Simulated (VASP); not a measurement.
Ta4F, 5 atoms in the cell. The cell holds a slab with vacuum, 5 atoms: a = 3.253 Å, b = 3.253 Å, c = 20.214 Å, α = 90.00°, β = 90.00°, γ = 90.00°. 

```yaml
Program: VASP 6.6.1
Task: single point
Functional: LDA
Potentials_or_basis: VASP PAW LDA potentials, release 64 (Ta_pv, F)
Cutoff: 520 eV
k_mesh: 8 × 8 × 1
Occupations: gaussian, width 0.1 eV
Spin: no spin polarisation
Dipole_correction: yes
Further_INCAR_settings: ALGO = Normal; EDIFF = 1e-06; NBANDS = 34
```

Potentials or basis: VASP PAW LDA potentials, release 64 (Ta_pv, F).

Launch:

```bash
$ cat potpaw_LDA.64/Ta_pv/POTCAR potpaw_LDA.64/F/POTCAR > POTCAR
$ mpirun -np 1 vasp_std > vasp.out
```

Hardware: 1 thread of AMD EPYC 9R45 96-Core Processor (Zen 5), on a shared host.

Task: How long does it take, and how much memory?

Result: Wall time 2.3 min on 1 thread of AMD EPYC 9R45 96-Core Processor (Zen 5), with other jobs on the host, peak memory 0.29 GiB. Counts: scf iterations 24, k points 25.
